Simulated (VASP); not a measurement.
# Ag in VASP: a series of runs

The runs below take Ag through single point, with PBE.

Program: VASP 6.6.1. These are calculated values, not measurements. Logs are shortened: lines on timing, memory, paths and dates and some standing lists are left out, and cuts for length are marked.

## Step 1: The cell of the first run

The structure is tetragonal, space group I4/mmm (No. 139). The conventional cell has a = 2.889 Å, b = 2.889 Å, c = 4.167 Å, α = 90.00°, β = 90.00°, γ = 90.00°. Within 3.8 Å of Ag (site symmetry 4/mmm) lie 12 Ag at 2.89 to 2.92 Å.

## Step 2: Single point, PBE

Input file INCAR:

```
SYSTEM = Ag
ALGO = Normal
EDIFF = 1E-6
ENCUT = 520
GGA = PE
ISIF = 2
ISMEAR = -1
LASPH = .TRUE.
LCHARG = .TRUE.
LELF = .TRUE.
LREAL = .FALSE.
LVHAR = .TRUE.
LWAVE = .FALSE.
NBANDS = 12
NELM = 60
PREC = Accurate
SIGMA = 0.05
```

Input file KPOINTS:

```
k-points
0
G
  9 9 9
  0 0 0
```

Input file POSCAR:

```
Ag
1.0
    0.0000000000      2.0427500000      2.0836050000
    2.0427500000      0.0000000000      2.0836050000
    2.0427500000      2.0427500000      0.0000000000
Ag
1
Direct
    0.0000000000      0.0000000000      0.0000000000
```

Potentials or basis: VASP PAW PBE potentials, release 64 (Ag).

Run with:

```
$ cat potpaw_PBE.64/Ag/POTCAR > POTCAR
$ mpirun -np 1 vasp_std > vasp.out
```

OUTCAR:

```text
SYSTEM = Ag
   EDIFF = 1E-6
   ENCUT = 520
   GGA = PE
   ISIF = 2
   ISMEAR = -1
   LASPH = .TRUE.
   LREAL = .FALSE.
   NELM = 60
   PREC = Accurate

 ion  position               nearest neighbor table
   1  0.000  0.000  0.000-

  LATTYP: Found a body centered tetragonal cell.
 ALAT       =     2.8888847545
 C/A-ratio  =     1.4424978336

  Lattice vectors:

 A1 = (  -2.0427500000,   0.0000000000,   2.0836050000)
 A2 = (   2.0427500000,   0.0000000000,   2.0836050000)
 A3 = (   0.0000000000,   2.0427500000,  -2.0836050000)

Analysis of symmetry for initial positions (statically):
=====================================================================
 Subroutine PRICEL returns:
 Original cell was already a primitive cell.

 Routine SETGRP: Setting up the symmetry group for a
 body centered tetragonal supercell.

 Subroutine GETGRP returns: Found 16 space group operations
 (whereof 16 operations were pure point group operations)
 out of a pool of 16 trial point group operations.

The static configuration has the point symmetry D_4h.

Analysis of symmetry for dynamics (positions and initial velocities):
=====================================================================
 Subroutine PRICEL returns:
 Original cell was already a primitive cell.

 Routine SETGRP: Setting up the symmetry group for a
 body centered tetragonal supercell.

 Subroutine GETGRP returns: Found 16 space group operations
 (whereof 16 operations were pure point group operations)
 out of a pool of 16 trial point group operations.

The dynamic configuration has the point symmetry D_4h.

 Subroutine INISYM returns: Found 16 space group operations
 (whereof 16 operations are pure point group operations),
 and found     1 'primitive' translations

----------------------------------------------------------------------------------------

                                     Primitive cell

  volume of cell :      17.3890

  direct lattice vectors                    reciprocal lattice vectors
     0.000000000  2.042750000  2.083605000    -0.244768082  0.244768082  0.239968708
     2.042750000  0.000000000  2.083605000     0.244768082 -0.244768082  0.239968708
     2.042750000  2.042750000  0.000000000     0.244768082  0.244768082 -0.239968708

  length of vectors
     2.917916613  2.917916613  2.888884755     0.421198064  0.421198064  0.421198064

  position of ions in fractional coordinates (direct lattice)
     0.000000000  0.000000000  0.000000000

  ion indices of the primitive-cell ions
   primitive index   ion index
                 1           1

----------------------------------------------------------------------------------------

 KPOINTS: k-points

Automatic generation of k-mesh.
 Grid dimensions read from file:
 generate k-points for:    9    9    9

 Generating k-lattice:

  Cartesian coordinates                     Fractional coordinates (reciprocal lattice)
    -0.027196454  0.027196454  0.026663190     0.111111111  0.000000000  0.000000000
     0.027196454 -0.027196454  0.026663190     0.000000000  0.111111111  0.000000000
     0.027196454  0.027196454 -0.026663190     0.000000000  0.000000000  0.111111111

  Length of vectors
     0.046799785  0.046799785  0.046799785

  Shift w.r.t. Gamma in fractional coordinates (k-lattice)
     0.000000000  0.000000000  0.000000000

 Subroutine IBZKPT returns following result:
 ===========================================

 Found     75 irreducible k-points:

 Following reciprocal coordinates:
            Coordinates               Weight
  0.000000  0.000000  0.000000      1.000000
  0.111111 -0.000000  0.000000      8.000000
  0.222222  0.000000  0.000000      8.000000
  0.333333 -0.000000  0.000000      8.000000
  0.444444  0.000000  0.000000      8.000000
  0.111111  0.111111  0.000000      2.000000
[... 16 lines left out ...]
 -0.333333  0.333333  0.000000      4.000000
  0.444444  0.444444  0.000000      2.000000
 [... further k-points ...]
   k-points           NKPTS =     75   k-points in BZ     NKDIM =     75   number of bands    NBANDS=     12
   number of dos      NEDOS =    301   number of ions     NIONS =      1
   total plane-waves  NPLWV =  13824
   dimension x,y,z NGX =    24 NGY =   24 NGZ =   24
   dimension x,y,z NGXF=    48 NGYF=   48 NGZF=   48
   ions per type =               1
   NGX,Y,Z   is equivalent  to a cutoff of  13.67, 13.67, 13.81 a.u.
   NGXF,Y,Z  is equivalent  to a cutoff of  27.35, 27.35, 27.62 a.u.
 SYSTEM =  Ag
   PREC   = accura    normal or accurate (medium, high low for compatibility)
   ISTART =      0    job   : 0-new  1-cont  2-samecut
   ICHARG =      2    charge: 1-file 2-atom 10-const
   ISPIN  =      1    spin polarized calculation?
   LNONCOLLINEAR =      F non collinear calculations
   LSORBIT =      F    spin-orbit coupling
   LASPH  =      T    aspherical Exc in radial PAW
   ENCUT  =  520.0 eV  38.22 Ry    6.18 a.u.   5.43  5.43  5.37*2*pi/ulx,y,z
   NELM   =     60;   NELMIN=  2; NELMDL= -5     # of ELM steps
   EDIFF  = 0.1E-05   stopping-criterion for ELM
   LREAL  =      F    real-space projection
   EDIFFG = 0.1E-04   stopping-criterion for IOM
   NSW    =      0    number of steps for IOM
   IBRION =     -1    ionic relax: 0-MD 1-quasi-New 2-CG
   NFREE  =      0    steps in history (QN), initial steepest desc. (CG)
   ISIF   =      2    stress and relaxation
   ISYM   =      2    0-nonsym 1-usesym 2-fastsym
   POTIM  = 0.5000    time-step for ionic-motion
   TEBEG  =    0.0;   TEEND  =   0.0 temperature during run
   PSTRESS=    0.0 pullay stress
   NELECT =      11.0000    total number of electrons
   NUPDOWN=      -1.0000    fix difference up-down
   EMIN   =  10.00;   EMAX   =-10.00  energy-range for DOS
   EFERMI =   0.00;   METHOD = LEGACY
   ISMEAR =    -1;   SIGMA  =   0.05  broadening in eV -4-tet -1-fermi 0-gaus
   EFERMI_NEDOS =   21; number of points for ismear=-14 and -15
   IALGO  =     38    algorithm
   IMIX   =      4    mixing-type and parameters
     AMIX     =   0.40;   BMIX     =  1.00
     AMIX_MAG =   1.60;   BMIX_MAG =  1.00
  volume/ion in A,a.u.               =      17.39       117.35
  Fermi-wavevector in a.u.,A,eV,Ry     =   1.405337  2.655702 26.871123  1.974972
  Thomas-Fermi vector in A             =   2.527808
   LORBIT       =      0    0 simple, 1 ext, 2 COOP (PROOUT), +10 PAW based schemes
   GGA     = PE    functional components
   LHFCALC =     F    Hartree Fock is set to
   AEXX    =    0.0000 exact exchange contribution
   IVDW    =     0    specifies the selected vdW correction
   LEPSILON=     F    determine dielectric tensor
   LRPA    =     F    only Hartree local field effects (RPA)
 non-spin polarized calculation
  energy-cutoff  :      520.00
  volume of cell :       17.39
 maximum number of plane-waves:       487
 NGX is ok and might be reduce to    24
   NGX = 11   NGY = 11   NGZ = 11

 number of electron      10.9999998 magnetization

 Free energy of the ion-electron system (eV)
  ---------------------------------------------------
  ext. energy  EPLUGINS =         0.00000000
  ---------------------------------------------------
  free energy    TOTEN  =        -2.73207086 eV

  energy without entropy =       -2.73118042  energy(sigma->0) =       -2.73162564

 E-fermi :   8.4850     XC(G=0): -12.0924

 val. band max:        8.1565769971   @ k =   0.4444  -0.0000   0.3333
 cond. band min:       8.6212791055   @ k =  -0.4444   0.0000   0.1111
 fundamental gap:      0.4647021084
 Fermi energy:         8.4849772801

 k-point     1 :       0.0000    0.0000    0.0000
  band No.  band energies     occupation
      1       0.5361      2.00000
      2       3.3431      2.00000
      3       3.4624      2.00000
      4       3.4624      2.00000
      5       4.3532      2.00000
      6       4.4823      2.00000
      7      24.1465      0.00000
      8      27.4388      0.00000
      9      27.6860      0.00000
     10      27.6860      0.00000
     11      32.3646      0.00000
     12      33.3022      0.00000

 k-point     2 :       0.1111   -0.0000    0.0000
  band No.  band energies     occupation
      1       0.9067      2.00000
      2       3.3347      2.00000
      3       3.4924      2.00000
      4       3.5566      2.00000
      5       4.3314      2.00000
      6       4.4452      2.00000
      7      23.8656      0.00000
      8      25.3962      0.00000
      9      27.6371      0.00000
     10      27.7954      0.00000
     11      31.5637      0.00000
     12      32.8573      0.00000

 k-point     3 :       0.2222    0.0000    0.0000
  band No.  band energies     occupation
      1       1.7428      2.00000
      2       3.4652      2.00000
      3       3.5763      2.00000
      4       3.6743      2.00000
      5       4.4427      2.00000
      6       4.4963      2.00000
      7      20.2261      0.00000
      8      24.8438      0.00000
      9      27.6053      0.00000
     10      27.7751      0.00000
     11      30.6329      0.00000
     12      31.3549      0.00000
[... 286 lines left out ...]
 k-point    23 :      -0.3333    0.3333    0.0000
  band No.  band energies     occupation
      1       2.4852      2.00000
      2       3.0984      2.00000
      3       3.6098      2.00000
      4       4.3857      2.00000
      5       4.9293      2.00000
      6      11.3895      0.00000
      7      13.7348      0.00000
      8      15.2596      0.00000
      9      22.4707      0.00000
     10      24.8991      0.00000
     11      34.3452      0.00000
     12      34.5330      0.00000

 k-point    24 :       0.4444    0.4444    0.0000
  band No.  band energies     occupation
      1       1.8890      2.00000
      2       2.0102      2.00000
      3       5.1399      2.00000
      4       5.3036      2.00000
      5       5.3036      2.00000
      6       8.7968      0.00391
      7      15.3907      0.00000
      8      19.1796      0.00000
      9      19.1796      0.00000
     10      25.3031      0.00000
     11      25.3774      0.00000
     12      37.9795      0.00000

 [... further k-points ...]
[... 5 lines left out ...]
  --------------------------------------------------------------------------------------
  -------------------------------------------------------------------------------------
  Total        0.2935118      0.2935118      0.1230530      0.0000000      0.0000000     -0.0000000
  in kB       27.0433403     27.0433403     11.3377534      0.0000000      0.0000000     -0.0000000
  external PRESSURE =      21.8081447 kB  Pullay stress =       0.0000000 kB

 VOLUME and BASIS-vectors are now :
 -----------------------------------------------------------------------------
  energy-cutoff  :      520.00
  volume of cell :       17.39
      direct lattice vectors                 reciprocal lattice vectors
     0.000000000  2.042750000  2.083605000    -0.244768082  0.244768082  0.239968708
     2.042750000  0.000000000  2.083605000     0.244768082 -0.244768082  0.239968708
     2.042750000  2.042750000  0.000000000     0.244768082  0.244768082 -0.239968708

 POSITION                                       TOTAL-FORCE (eV/Angst)
 -----------------------------------------------------------------------------------
      0.00000      0.00000      0.00000         0.000000      0.000000      0.000000
 -----------------------------------------------------------------------------------
    total drift:                               -0.000000      0.000000     -0.000000

  FREE ENERGIE OF THE ION-ELECTRON SYSTEM (eV)
  ---------------------------------------------------
  free  energy   TOTEN  =        -2.7320708569 eV

  energy  without entropy=       -2.7311804185  energy(sigma->0) =       -2.73162564
```

It took 4.9 s on 1 thread of Intel Xeon 6975P-C (Granite Rapids), shared host; peak memory 0.14 GiB.

What came out:

```
Free energy : -2.7321 eV
Pressure    : 2.2 GPa
```

Stress tensor (GPa, compression positive):
```
2.70 0.00 0.00
0.00 2.70 0.00
0.00 0.00 1.13
```

## Step 3: Single point, PBE

This run uses another cell than the first one, of 17.73 Å³/atom, 1.020 times its volume.

Input file INCAR:

```
PREC = Accurate
ENCUT = 520
EDIFF = 1E-6
ISMEAR = -1
SIGMA = 0.05
LREAL = F
LASPH = T
NELM = 100
ALGO = Fast
ISIF = 2
LWAVE = F
LCHARG = F
GGA = PE
NBANDS = 12
```

Input file KPOINTS:

```
regular mesh
0
Gamma
  9 9 9
```

Input file POSCAR:

```
Ag
1.0
    0.0000000000      2.0427500000      2.1244600000
    2.0427500000      0.0000000000      2.1244600000
    2.0427500000      2.0427500000      0.0000000000
Ag
1
Direct
    0.0000000000      0.0000000000      0.0000000000
```

Potentials or basis: VASP PAW PBE potentials, release 64 (Ag).

Run with:

```
$ cat potpaw_PBE.64/Ag/POTCAR > POTCAR
$ mpirun -np 1 vasp_std > vasp.out
```

OUTCAR:

```text
PREC = Accurate
   ENCUT = 520
   EDIFF = 1E-6
   ISMEAR = -1
   LREAL = F
   LASPH = T
   NELM = 100
   ISIF = 2
   GGA = PE

 ion  position               nearest neighbor table
   1  0.000  0.000  0.000-

  LATTYP: Found a body centered tetragonal cell.
 ALAT       =     2.8888847545
 C/A-ratio  =     1.4707821049

  Lattice vectors:

 A1 = (  -2.0427500000,   0.0000000000,   2.1244600000)
 A2 = (   2.0427500000,   0.0000000000,   2.1244600000)
 A3 = (   0.0000000000,   2.0427500000,  -2.1244600000)

Analysis of symmetry for initial positions (statically):
=====================================================================
 Subroutine PRICEL returns:
 Original cell was already a primitive cell.

 Routine SETGRP: Setting up the symmetry group for a
 body centered tetragonal supercell.

 Subroutine GETGRP returns: Found 16 space group operations
 (whereof 16 operations were pure point group operations)
 out of a pool of 16 trial point group operations.

The static configuration has the point symmetry D_4h.

Analysis of symmetry for dynamics (positions and initial velocities):
=====================================================================
 Subroutine PRICEL returns:
 Original cell was already a primitive cell.

 Routine SETGRP: Setting up the symmetry group for a
 body centered tetragonal supercell.

 Subroutine GETGRP returns: Found 16 space group operations
 (whereof 16 operations were pure point group operations)
 out of a pool of 16 trial point group operations.

The dynamic configuration has the point symmetry D_4h.

 Subroutine INISYM returns: Found 16 space group operations
 (whereof 16 operations are pure point group operations),
 and found     1 'primitive' translations

----------------------------------------------------------------------------------------

                                     Primitive cell

  volume of cell :      17.7300

  direct lattice vectors                    reciprocal lattice vectors
[... 108 lines left out ...]
  Thomas-Fermi vector in A             =   2.519641
   LORBIT       =      0    0 simple, 1 ext, 2 COOP (PROOUT), +10 PAW based schemes
   GGA     = PE    functional components
   LHFCALC =     F    Hartree Fock is set to
   AEXX    =    0.0000 exact exchange contribution
   IVDW    =     0    specifies the selected vdW correction
   LEPSILON=     F    determine dielectric tensor
   LRPA    =     F    only Hartree local field effects (RPA)
 non-spin polarized calculation
 RMM-DIIS sequential band-by-band and
  energy-cutoff  :      520.00
  volume of cell :       17.73
 maximum number of plane-waves:       496
 NGX is ok and might be reduce to    24
   NGX = 11   NGY = 11   NGZ = 11

 number of electron      10.9999999 magnetization

 Free energy of the ion-electron system (eV)
  ---------------------------------------------------
  ext. energy  EPLUGINS =         0.00000000
  ---------------------------------------------------
  free energy    TOTEN  =        -2.73162504 eV

  energy without entropy =       -2.73056232  energy(sigma->0) =       -2.73109368

 E-fermi :   8.2149     XC(G=0): -11.9774

 val. band max:        7.9735987301   @ k =   0.4444  -0.0000   0.3333
 cond. band min:       8.3695274092   @ k =   0.4444   0.4444   0.0000
 fundamental gap:      0.3959286791
 Fermi energy:         8.2149443873

 k-point     1 :       0.0000    0.0000    0.0000
  band No.  band energies     occupation
      1       0.4146      2.00000
      2       3.0753      2.00000
      3       3.3083      2.00000
      4       3.3083      2.00000
      5       4.0612      2.00000
      6       4.3112      2.00000
      7      23.8556      0.00000
      8      26.8815      0.00000
      9      27.3353      0.00000
     10      27.3353      0.00000
     11      31.8930      0.00000
     12      32.6583      0.00000
[... 331 lines left out ...]
 k-point    24 :       0.4444    0.4444    0.0000
  band No.  band energies     occupation
      1       1.7427      2.00000
      2       1.8559      2.00000
      3       4.8962      2.00000
      4       5.0403      2.00000
      5       5.0403      2.00000
      6       8.3695      0.08691
      7      14.6627      0.00000
      8      19.0380      0.00000
      9      19.0380      0.00000
     10      25.0306      0.00000
     11      25.1019      0.00000
     12      37.8047      0.00000

 [... further k-points ...]
[... 5 lines left out ...]
  --------------------------------------------------------------------------------------
  -------------------------------------------------------------------------------------
  Total        0.1524416      0.1524416     -0.1775143      0.0000000     -0.0000000     -0.0000000
  in kB       13.7754265     13.7754265    -16.0411319      0.0000000     -0.0000000     -0.0000000
  external PRESSURE =       3.8365737 kB  Pullay stress =       0.0000000 kB

 VOLUME and BASIS-vectors are now :
 -----------------------------------------------------------------------------
  energy-cutoff  :      520.00
  volume of cell :       17.73
      direct lattice vectors                 reciprocal lattice vectors
     0.000000000  2.042750000  2.124460000    -0.244768082  0.244768082  0.235353925
     2.042750000  0.000000000  2.124460000     0.244768082 -0.244768082  0.235353925
     2.042750000  2.042750000  0.000000000     0.244768082  0.244768082 -0.235353925

 POSITION                                       TOTAL-FORCE (eV/Angst)
 -----------------------------------------------------------------------------------
      0.00000      0.00000      0.00000         0.000000      0.000000      0.000000
 -----------------------------------------------------------------------------------
    total drift:                               -0.000000      0.000000     -0.000000

  FREE ENERGIE OF THE ION-ELECTRON SYSTEM (eV)
  ---------------------------------------------------
  free  energy   TOTEN  =        -2.7316250385 eV

  energy  without entropy=       -2.7305623168  energy(sigma->0) =       -2.73109368
```

OSZICAR:

```text
N       E                     dE             d eps       ncg     rms          rms(c)
DAV:   1     0.526249407571E+02    0.52625E+02   -0.55143E+03  1816   0.820E+02
DAV:   2    -0.215471526911E+01   -0.54780E+02   -0.50805E+02  2040   0.192E+02
DAV:   3    -0.297323728463E+01   -0.81852E+00   -0.81814E+00  2164   0.254E+01
DAV:   4    -0.297572761260E+01   -0.24903E-02   -0.24902E-02  2060   0.145E+00
DAV:   5    -0.297574783813E+01   -0.20226E-04   -0.20226E-04  2172   0.120E-01    0.470E+00
RMM:   6    -0.274066841476E+01    0.23508E+00   -0.36848E-01  1818   0.547E+00    0.303E+00
RMM:   7    -0.273410879322E+01    0.65596E-02   -0.87407E-03  2026   0.105E+00    0.179E+00
RMM:   8    -0.273164304102E+01    0.24658E-02   -0.67674E-04  2031   0.247E-01    0.190E-01
RMM:   9    -0.273162179801E+01    0.21243E-04   -0.10725E-04  2166   0.910E-02    0.704E-02
RMM:  10    -0.273162369533E+01   -0.18973E-05   -0.18039E-05  2114   0.342E-02    0.213E-02
RMM:  11    -0.273162490391E+01   -0.12086E-05   -0.48589E-06  1793   0.140E-02    0.617E-03
RMM:  12    -0.273162503855E+01   -0.13463E-06   -0.31710E-07  1406   0.438E-03
   1 F= -.27316250E+01 E0= -.27310937E+01  d E =-.106272E-02
```

Run time: 5.3 s. Hardware: 1 thread of Intel Xeon 6975P-C (Granite Rapids), shared host; peak memory 0.14 GiB.

Results:

- Free energy: -2.7316 eV
- Pressure: 0.4 GPa

Stress tensor (GPa, compression positive):
```
 1.38  0.00  0.00
 0.00  1.38  0.00
 0.00  0.00 -1.60
```

Levels at points of the mesh, in eV from the Fermi level:
```csv
k point,band 2,band 3,band 4,band 5,band 6,band 7,band 8,band 9,band 10,band 11
"(0.00, 0.00, 0.00)",-5.14,-4.91,-4.91,-4.15,-3.90,15.64,18.67,19.12,19.12,23.68
```

(Part 1 of 2 ends here.)
